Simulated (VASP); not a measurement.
# BP (rocksalt type) (Fm-3m) in VASP: further runs

BP (rocksalt type) is run at these levels: PBE; tasks: single point.

Program: VASP 6.6.1. These are calculated values, not measurements. Logs are shortened: lines on timing, memory, paths and dates and some standing lists are left out, and cuts for length are marked.

**1. The cell of the first run**

Symmetry: Fm-3m, No. 225, cubic system. The conventional cell has a = 3.872 Å, b = 3.872 Å, c = 3.872 Å, α = 90.00°, β = 90.00°, γ = 90.00°. Within 2.6 Å of B (site symmetry m-3m) lie 6 P at 1.94 Å. P (site symmetry m-3m) has 6 B at 1.94 Å within 2.6 Å.

**2. Single point, PBE (volume scaled by 0.72)**

INCAR

```
  PREC = Accurate
  ENCUT = 520
  EDIFF = 1E-7
  ISMEAR = -1
  SIGMA = 0.08
  LREAL = F
  LASPH = T
  NELM = 60
  ALGO = Normal
  ISIF = 2
  LWAVE = F
  LCHARG = T
  GGA = PE
  LELF = T
  LVHAR = T
  NBANDS = 11
```

KPOINTS

```
regular mesh
0
Gamma
  17 17 17
```

POSCAR

```
BP
1.0
    0.0000000000      1.9361346815      1.9361346815
    1.9361346815      0.0000000000      1.9361346815
    1.9361346815      1.9361346815      0.0000000000
B P
1 1
Direct
    0.0000000000      0.0000000000      0.0000000000
    0.5000000000      0.5000000000      0.5000000000
```

Potentials or basis: VASP PAW PBE potentials, release 64 (B, P).

On the command line:

```sh
> cat potpaw_PBE.64/B/POTCAR potpaw_PBE.64/P/POTCAR > POTCAR
> mpirun -np 1 vasp_std > vasp.out
```

OUTCAR:

```text
PREC = Accurate
   ENCUT = 520
   EDIFF = 1E-7
   ISMEAR = -1
   LREAL = F
   LASPH = T
   NELM = 60
   ISIF = 2
   GGA = PE

 ion  position               nearest neighbor table
   1  0.000  0.000  0.000-   2 1.94   2 1.94   2 1.94   2 1.94   2 1.94   2 1.94
   2  0.500  0.500  0.500-   1 1.94   1 1.94   1 1.94   1 1.94   1 1.94   1 1.94

  LATTYP: Found a face centered cubic cell.
 ALAT       =     3.8722693630

  Lattice vectors:

 A1 = (   0.0000000000,   1.9361346815,   1.9361346815)
 A2 = (   1.9361346815,   0.0000000000,   1.9361346815)
 A3 = (   1.9361346815,   1.9361346815,   0.0000000000)

Analysis of symmetry for initial positions (statically):
=====================================================================
 Subroutine PRICEL returns:
 Original cell was already a primitive cell.

 Routine SETGRP: Setting up the symmetry group for a
 face centered cubic supercell.

 Subroutine GETGRP returns: Found 48 space group operations
 (whereof 48 operations were pure point group operations)
 out of a pool of 48 trial point group operations.

The static configuration has the point symmetry O_h .

Analysis of symmetry for dynamics (positions and initial velocities):
=====================================================================
 Subroutine PRICEL returns:
 Original cell was already a primitive cell.

 Routine SETGRP: Setting up the symmetry group for a
 face centered cubic supercell.

 Subroutine GETGRP returns: Found 48 space group operations
 (whereof 48 operations were pure point group operations)
 out of a pool of 48 trial point group operations.

The dynamic configuration has the point symmetry O_h .

 Subroutine INISYM returns: Found 48 space group operations
 (whereof 48 operations are pure point group operations),
 and found     1 'primitive' translations

----------------------------------------------------------------------------------------

                                     Primitive cell

  volume of cell :      14.5157

  direct lattice vectors                    reciprocal lattice vectors
     0.000000000  1.936134682  1.936134682    -0.258246497  0.258246497  0.258246497
     1.936134682  0.000000000  1.936134682     0.258246497 -0.258246497  0.258246497
     1.936134682  1.936134682  0.000000000     0.258246497  0.258246497 -0.258246497

  length of vectors
     2.738107925  2.738107925  2.738107925     0.447296054  0.447296054  0.447296054

  position of ions in fractional coordinates (direct lattice)
     0.000000000  0.000000000  0.000000000
     0.500000000  0.500000000  0.500000000

  ion indices of the primitive-cell ions
   primitive index   ion index
                 1           1
                 2           2

----------------------------------------------------------------------------------------

 KPOINTS: regular mesh

Automatic generation of k-mesh.
 Grid dimensions read from file:
 generate k-points for:   17   17   17

 Generating k-lattice:

  Cartesian coordinates                     Fractional coordinates (reciprocal lattice)
    -0.015190970  0.015190970  0.015190970     0.058823529  0.000000000  0.000000000
     0.015190970 -0.015190970  0.015190970     0.000000000  0.058823529  0.000000000
     0.015190970  0.015190970 -0.015190970     0.000000000  0.000000000  0.058823529

  Length of vectors
     0.026311533  0.026311533  0.026311533

  Shift w.r.t. Gamma in fractional coordinates (k-lattice)
     0.000000000  0.000000000  0.000000000

 Subroutine IBZKPT returns following result:
 ===========================================

 Found    165 irreducible k-points:

 Following reciprocal coordinates:
            Coordinates               Weight
  0.000000  0.000000  0.000000      1.000000
  0.058824  0.000000  0.000000      8.000000
  0.117647  0.000000  0.000000      8.000000
  0.176471  0.000000  0.000000      8.000000
  0.235294  0.000000  0.000000      8.000000
  0.294118  0.000000  0.000000      8.000000
[... 16 lines left out ...]
 -0.176471  0.058824  0.000000     24.000000
 -0.117647  0.058824  0.000000     24.000000
 [... further k-points ...]
   k-points           NKPTS =    165   k-points in BZ     NKDIM =    165   number of bands    NBANDS=     11
   number of dos      NEDOS =    301   number of ions     NIONS =      2
   total plane-waves  NPLWV =   8000
   dimension x,y,z NGX =    20 NGY =   20 NGZ =   20
   dimension x,y,z NGXF=    40 NGYF=   40 NGZF=   40
   ions per type =               1   1
   NGX,Y,Z   is equivalent  to a cutoff of  12.14, 12.14, 12.14 a.u.
   NGXF,Y,Z  is equivalent  to a cutoff of  24.29, 24.29, 24.29 a.u.
 SYSTEM =  unknown system
   PREC   = accura    normal or accurate (medium, high low for compatibility)
   ISTART =      0    job   : 0-new  1-cont  2-samecut
   ICHARG =      2    charge: 1-file 2-atom 10-const
   ISPIN  =      1    spin polarized calculation?
   LNONCOLLINEAR =      F non collinear calculations
   LSORBIT =      F    spin-orbit coupling
   LASPH  =      T    aspherical Exc in radial PAW
   ENCUT  =  520.0 eV  38.22 Ry    6.18 a.u.   5.09  5.09  5.09*2*pi/ulx,y,z
   NELM   =     60;   NELMIN=  2; NELMDL= -5     # of ELM steps
   EDIFF  = 0.1E-06   stopping-criterion for ELM
   LREAL  =      F    real-space projection
   EDIFFG = 0.1E-05   stopping-criterion for IOM
   NSW    =      0    number of steps for IOM
   IBRION =     -1    ionic relax: 0-MD 1-quasi-New 2-CG
   NFREE  =      0    steps in history (QN), initial steepest desc. (CG)
   ISIF   =      2    stress and relaxation
   ISYM   =      2    0-nonsym 1-usesym 2-fastsym
   POTIM  = 0.5000    time-step for ionic-motion
   TEBEG  =    0.0;   TEEND  =   0.0 temperature during run
   PSTRESS=    0.0 pullay stress
   NELECT =       8.0000    total number of electrons
   NUPDOWN=      -1.0000    fix difference up-down
   EMIN   =  10.00;   EMAX   =-10.00  energy-range for DOS
   EFERMI =   0.00;   METHOD = LEGACY
   ISMEAR =    -1;   SIGMA  =   0.08  broadening in eV -4-tet -1-fermi 0-gaus
   EFERMI_NEDOS =   21; number of points for ismear=-14 and -15
   IALGO  =     38    algorithm
   IMIX   =      4    mixing-type and parameters
     AMIX     =   0.40;   BMIX     =  1.00
     AMIX_MAG =   1.60;   BMIX_MAG =  1.00
  volume/ion in A,a.u.               =       7.26        48.98
  Fermi-wavevector in a.u.,A,eV,Ry     =   1.342227  2.536441 24.511889  1.801573
  Thomas-Fermi vector in A             =   2.470398
   LORBIT       =      0    0 simple, 1 ext, 2 COOP (PROOUT), +10 PAW based schemes
   GGA     = PE    functional components
[... 5 lines left out ...]
 non-spin polarized calculation
  energy-cutoff  :      520.00
  volume of cell :       14.52
 maximum number of plane-waves:       398
   NGX = 11   NGY = 11   NGZ = 11

 number of electron       8.0000000 magnetization

 Free energy of the ion-electron system (eV)
  ---------------------------------------------------
  ext. energy  EPLUGINS =         0.00000000
  ---------------------------------------------------
  free energy    TOTEN  =        -9.50186705 eV

  energy without entropy =       -9.48763221  energy(sigma->0) =       -9.49474963

 E-fermi :  14.9797     XC(G=0): -13.4118

 val. band max:       14.9733004329   @ k =   0.0588   0.0000   0.0000
 cond. band min:      14.9896177104   @ k =   0.2941   0.2353   0.0588
 fundamental gap:      0.0163172774
 Fermi energy:        14.9796783658

 k-point     1 :       0.0000    0.0000    0.0000
  band No.  band energies     occupation
      1      -6.0757      2.00000
      2      15.0424      0.62683
      3      15.0424      0.62683
      4      15.0424      0.62683
      5      22.3786      0.00000
      6      22.3786      0.00000
      7      22.3786      0.00000
      8      26.3427      0.00000
      9      26.3427      0.00000
     10      26.3427      0.00000
     11      27.6989      0.00000

 k-point     2 :       0.0588    0.0000    0.0000
  band No.  band energies     occupation
      1      -5.9839      2.00000
      2      14.4070      1.99844
      3      14.9733      1.03984
      4      14.9733      1.03984
      5      22.4985      0.00000
      6      22.6272      0.00000
      7      22.6272      0.00000
      8      24.9433      0.00000
      9      24.9433      0.00000
     10      26.1811      0.00000
     11      28.4475      0.00000

 k-point     3 :       0.1176    0.0000    0.0000
  band No.  band energies     occupation
      1      -5.7088      2.00000
      2      12.8547      2.00000
      3      14.8016      1.80519
      4      14.8016      1.80519
      5      22.6624      0.00000
      6      23.1164      0.00000
      7      23.1164      0.00000
      8      23.4267      0.00000
      9      23.4267      0.00000
     10      25.8202      0.00000
     11      29.0050      0.00000

 k-point     4 :       0.1765    0.0000    0.0000
  band No.  band energies     occupation
      1      -5.2515      2.00000
      2      10.9047      2.00000
      3      14.6022      1.98229
      4      14.6022      1.98229
      5      21.5869      0.00000
      6      21.5869      0.00000
      7      22.7005      0.00000
      8      24.4579      0.00000
      9      24.4579      0.00000
     10      25.4219      0.00000
     11      29.7422      0.00000
[... 239 lines left out ...]
 k-point    22 :      -0.2353    0.0588    0.0000
  band No.  band energies     occupation
      1      -4.2806      2.00000
      2       8.2333      2.00000
      3      13.0645      2.00000
      4      15.3720      0.01473
      5      18.5986      0.00000
      6      20.3794      0.00000
      7      22.9632      0.00000
      8      25.4080      0.00000
      9      25.4761      0.00000
     10      27.2452      0.00000
     11      31.3151      0.00000

 k-point    23 :      -0.1765    0.0588    0.0000
  band No.  band energies     occupation
      1      -4.9775      2.00000
      2      10.2820      2.00000
      3      13.2776      2.00000
      4      15.4111      0.00906
      5      19.8874      0.00000
      6      21.6587      0.00000
      7      22.8955      0.00000
      8      24.1321      0.00000
      9      25.4871      0.00000
     10      26.2175      0.00000
     11      30.3277      0.00000

 k-point    24 :      -0.1176    0.0588    0.0000
  band No.  band energies     occupation
      1      -5.4951      2.00000
      2      12.2680      2.00000
      3      13.6121      2.00000
      4      15.3896      0.01183
      5      21.3964      0.00000
      6      22.6109      0.00000
      7      23.1217      0.00000
      8      23.1600      0.00000
      9      24.6002      0.00000
     10      26.3971      0.00000
     11      29.4007      0.00000

 [... further k-points ...]
[... 5 lines left out ...]
  --------------------------------------------------------------------------------------
  -------------------------------------------------------------------------------------
  Total        8.7119925      8.7119925      8.7119925      0.0000000     -0.0000000      0.0000000
  in kB      961.5932096    961.5932096    961.5932096      0.0000000     -0.0000000      0.0000000
  external PRESSURE =     961.5932096 kB  Pullay stress =       0.0000000 kB

 VOLUME and BASIS-vectors are now :
 -----------------------------------------------------------------------------
  energy-cutoff  :      520.00
  volume of cell :       14.52
      direct lattice vectors                 reciprocal lattice vectors
     0.000000000  1.936134682  1.936134682    -0.258246497  0.258246497  0.258246497
     1.936134682  0.000000000  1.936134682     0.258246497 -0.258246497  0.258246497
     1.936134682  1.936134682  0.000000000     0.258246497  0.258246497 -0.258246497

 POSITION                                       TOTAL-FORCE (eV/Angst)
 -----------------------------------------------------------------------------------
      0.00000      0.00000      0.00000        -0.000000     -0.000000     -0.000000
      1.93613      1.93613      1.93613         0.000000      0.000000      0.000000
 -----------------------------------------------------------------------------------
    total drift:                                0.000000      0.000000     -0.000000

  FREE ENERGIE OF THE ION-ELECTRON SYSTEM (eV)
  ---------------------------------------------------
  free  energy   TOTEN  =        -9.5018670496 eV

  energy  without entropy=       -9.4876322141  energy(sigma->0) =       -9.49474963
```

It took 47 s on 1 thread of AMD EPYC 7R13, shared host; peak memory 0.11 GiB.

What came out:

```
Free energy            : -9.5019 eV
Pressure               : 96.2 GPa
Band gap on the k mesh : zero (band 4 reaches 16.02 eV, above the bottom of band 5 at 13.16 eV)
```

Levels at points of the mesh, in eV from the Fermi level:
```
           k point  band 2  band 3  band 4  band 5  band 6  band 7
(0.00, 0.00, 0.00)    0.06    0.06    0.06    7.40    7.40    7.40
```

**3. Single point, PBE (volume scaled by 0.8)**

INCAR

```
SYSTEM = BP
PREC = Accurate
ENCUT = 520
EDIFF = 1E-7
ISMEAR = -1
SIGMA = 0.08
LREAL = .FALSE.
LASPH = .TRUE.
NELM = 100
ALGO = Normal
ISIF = 2
LWAVE = .FALSE.
LCHARG = .TRUE.
GGA = PE
LELF = .TRUE.
LVHAR = .TRUE.
NBANDS = 11
```

KPOINTS

```
Automatic mesh
0
G
  17 17 17
  0 0 0
```

POSCAR

```
BP
1.0
    0.0000000000      2.0053402061      2.0053402061
    2.0053402061      0.0000000000      2.0053402061
    2.0053402061      2.0053402061      0.0000000000
B P
1 1
Direct
    0.0000000000      0.0000000000      0.0000000000
    0.5000000000      0.5000000000      0.5000000000
```

Potentials or basis: VASP PAW PBE potentials, release 64 (B, P).

On the command line:

```sh
> cat potpaw_PBE.64/B/POTCAR potpaw_PBE.64/P/POTCAR > POTCAR
> mpirun -np 1 vasp_std > vasp.out
```

OUTCAR:

```text
SYSTEM = BP
   PREC = Accurate
   ENCUT = 520
   EDIFF = 1E-7
   ISMEAR = -1
   LREAL = .FALSE.
   LASPH = .TRUE.
   NELM = 100
   ISIF = 2
   GGA = PE

 ion  position               nearest neighbor table
   1  0.000  0.000  0.000-   2 2.01   2 2.01   2 2.01   2 2.01   2 2.01   2 2.01
   2  0.500  0.500  0.500-   1 2.01   1 2.01   1 2.01   1 2.01   1 2.01   1 2.01

  LATTYP: Found a face centered cubic cell.
 ALAT       =     4.0106804122

  Lattice vectors:

[... 521 lines left out ...]
 [... further k-points ...]

------------------------ aborting loop because EDIFF is reached ----------------------------------------

  FORCE on cell =-STRESS in cart. coord.  units (eV):
  Direction    XX          YY          ZZ          XY          YZ          ZX
  --------------------------------------------------------------------------------------
  -------------------------------------------------------------------------------------
  Total        5.4108106      5.4108106      5.4108106      0.0000000      0.0000000      0.0000000
  in kB      537.5003291    537.5003291    537.5003291      0.0000000      0.0000000      0.0000000
  external PRESSURE =     537.5003291 kB  Pullay stress =       0.0000000 kB

 VOLUME and BASIS-vectors are now :
 -----------------------------------------------------------------------------
  energy-cutoff  :      520.00
  volume of cell :       16.13
      direct lattice vectors                 reciprocal lattice vectors
     0.000000000  2.005340206  2.005340206    -0.249334252  0.249334252  0.249334252
     2.005340206  0.000000000  2.005340206     0.249334252 -0.249334252  0.249334252
     2.005340206  2.005340206  0.000000000     0.249334252  0.249334252 -0.249334252

 POSITION                                       TOTAL-FORCE (eV/Angst)
 -----------------------------------------------------------------------------------
      0.00000      0.00000      0.00000         0.000000      0.000000     -0.000000
      2.00534      2.00534      2.00534        -0.000000     -0.000000      0.000000
 -----------------------------------------------------------------------------------
    total drift:                                0.000000     -0.000000     -0.000000

  FREE ENERGIE OF THE ION-ELECTRON SYSTEM (eV)
  ---------------------------------------------------
  free  energy   TOTEN  =       -10.2431847350 eV

  energy  without entropy=      -10.2297269049  energy(sigma->0) =      -10.23645582
```

It took 70 s on 1 thread of AMD EPYC 7R13, shared host; peak memory 0.12 GiB.

Results:

```
Free energy            : -10.2432 eV
Pressure               : 53.8 GPa
Band gap on the k mesh : zero (band 4 reaches 14.29 eV, above the bottom of band 5 at 10.95 eV)
```

Levels at points of the mesh, in eV from the Fermi level:
```csv
k point,band 2,band 3,band 4,band 5,band 6,band 7
"(0.00, 0.00, 0.00)",0.05,0.05,0.05,7.61,7.61,7.61
```

**4. Single point, PBE (volume scaled by 0.88)**

INCAR

```
SYSTEM = BP
ALGO     = Normal         ! electronic algorithm
EDIFF    = 1E-6           ! SCF threshold, eV
ENCUT    = 520            ! plane-wave cutoff, eV
GGA      = PE             ! functional
ISIF     = 2              ! what is computed and relaxed
ISMEAR   = -1             ! smearing method
LASPH    = .True.         ! aspherical terms in the spheres
LCHARG   = .True.         ! write CHGCAR
LELF     = .True.         ! ELF
LREAL    = .False.        ! projectors in reciprocal space
LVHAR    = .True.       
LWAVE    = .False.        ! write WAVECAR
NBANDS   = 11             ! bands
NELM     = 100            ! most SCF steps
PREC     = Accurate       ! precision mode
SIGMA    = 0.08           ! smearing width, eV
```

KPOINTS

```
k-points
0
Gamma
  17 17 17
  0 0 0
```

POSCAR

```
BP
1.0
    0.0000000000      2.0700728195      2.0700728195
    2.0700728195      0.0000000000      2.0700728195
    2.0700728195      2.0700728195      0.0000000000
B P
1 1
Direct
    0.0000000000      0.0000000000      0.0000000000
    0.5000000000      0.5000000000      0.5000000000
```

On the command line:

```sh
> cat potpaw_PBE.64/B/POTCAR potpaw_PBE.64/P/POTCAR > POTCAR
> mpirun -np 1 vasp_std > vasp.out
```

Run time: 62 s. Hardware: 1 thread of AMD EPYC 7R13, shared host; peak memory 0.13 GiB.

Results (log left out):

| Quantity | Value |
| --- | --- |
| Free energy | -10.6345 eV |
| Pressure | 25.6 GPa |
| Band gap on the k mesh | zero (band 4 reaches 12.94 eV, above the bottom of band 5 at 9.13 eV) |

Levels at points of the mesh, in eV from the Fermi level:
```tsv
k point	band 1	band 2	band 3	band 4	band 5	band 6	band 7	band 8
(0.00, 0.00, 0.00)	-18.39	0.03	0.03	0.03	7.77	7.77	7.77	8.85
```

(Part 1 of 2 ends here.)
